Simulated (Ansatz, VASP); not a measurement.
## Ti in VASP and in Ansatz

```
Ti
1.0
     0.00000   -3.20990    0.00000
    -3.20990    0.00000    0.00000
     0.00000    0.00000   -3.20990
Ti
2
Direct
  0.51146 0.51146 0.50000
  0.98854 0.98854 0.00000
```

Change from the starting cell: mode 4 frozen in at -0.037 Å and mode 5 at -0.037 Å (largest displacements).

Alike in both runs: task single point; functional PBEsol; k mesh 14 × 14 × 14; occupations gaussian, width 0.15 eV; no spin polarisation.

```csv
,VASP,Ansatz
version,VASP 6.6.1,Ansatz 0.2.0
potentials or method,"VASP PAW PBE potentials, release 64 (Ti_sv), cutoff 520 eV","scalar-relativistic, plane waves, PAW"
valence electrons in the cell,24,24
```

VASP gave:

* gap on the k mesh at the Fermi level (eV): none
* pressure (GPa): 0.1
* traceless stress, the component that is largest in VASP (GPa): 0.45
* rms of the force components (eV/Å): 0.291

Task: Which values does Ansatz return?

Result: gap on the k mesh at the Fermi level (eV): none; pressure (GPa): 0.4; traceless stress, the component that is largest in VASP (GPa): 0.45; rms of the force components (eV/Å): 0.291.

VASP's potentials were made for PBE, not for PBEsol, and Ansatz warns of the same on its side. Atom by atom the forces differ by 0.000 eV/Å (rms over components). A gap of «none» marks a metal or a gap that the smearing closes. With one functional, cell and mesh, what is left measures potentials, basis and numerics.
